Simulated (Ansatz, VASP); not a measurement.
**Cd: VASP beside Ansatz**

File INCAR:

```
  ALGO = Normal
  EDIFF = 1E-6
  ENCUT = 520
  GGA = PE
  ISIF = 2
  ISMEAR = -1
  LASPH = T
  LCHARG = F
  LREAL = F
  LWAVE = F
  NBANDS = 19
  NELM = 80
  PREC = Accurate
  SIGMA = 0.05
```

Contents of KPOINTS:

```
k-points
0
Gamma
  16 16 7
```

POSCAR

```
Cd
1.0
    2.9640889304      0.0000000000      0.0000000000
   -1.4820444652      2.5669763128      0.0000000000
    0.0000000000      0.0000000000      5.6738265000
Cd
2
Direct
    0.3333333333      0.6666666667      0.2500000000
    0.6666666667      0.3333333333      0.7500000000
```

Input for Ansatz:

```yaml
crystal:
  lattice:
    - [2.9640889304, 0.0, 0.0]
    - [-1.4820444652, 2.5669763128, 0.0]
    - [0.0, 0.0, 5.6738265]
  atoms:
    - { symbol: Cd, position: [0.3333333333, 0.6666666667, 0.25] }
    - { symbol: Cd, position: [0.6666666667, 0.3333333333, 0.75] }
kpoints:
  mp_grid: { grid: [16, 16, 7] }
scf:
  occupations: { method: fermi_dirac, width: 0.05 }
hamiltonian:
  xc: pbe
  pseudopotentials: { kind: all_electron, lapw: { basis_error: 0.001 } }
output:
  forces: true
  stress: true
  eigenvalues: true
```

Change from the starting cell: z stretched by +1 % at fixed volume.

Alike in both runs: task single point; functional PBE; k mesh 16 × 16 × 7; occupations fermi-dirac, width 0.05 eV; no spin polarisation.

|  | VASP | Ansatz |
| --- | --- | --- |
| version | VASP 6.6.1 | Ansatz 0.2.0 |
| potentials or method | VASP PAW PBE potentials, release 64 (Cd), cutoff 520 eV | all-electron LAPW, scalar-relativistic |

VASP gave:

```
pressure (GPa)                                                : 3.5
traceless stress, the component that is largest in VASP (GPa) : -1.36
```

Problem. What did Ansatz give for the same quantities?

Solution. Pressure (GPa): 3.1; traceless stress, the component that is largest in VASP (GPa): -1.20.

Ansatz ran all-electron here, and VASP with PAW potentials.
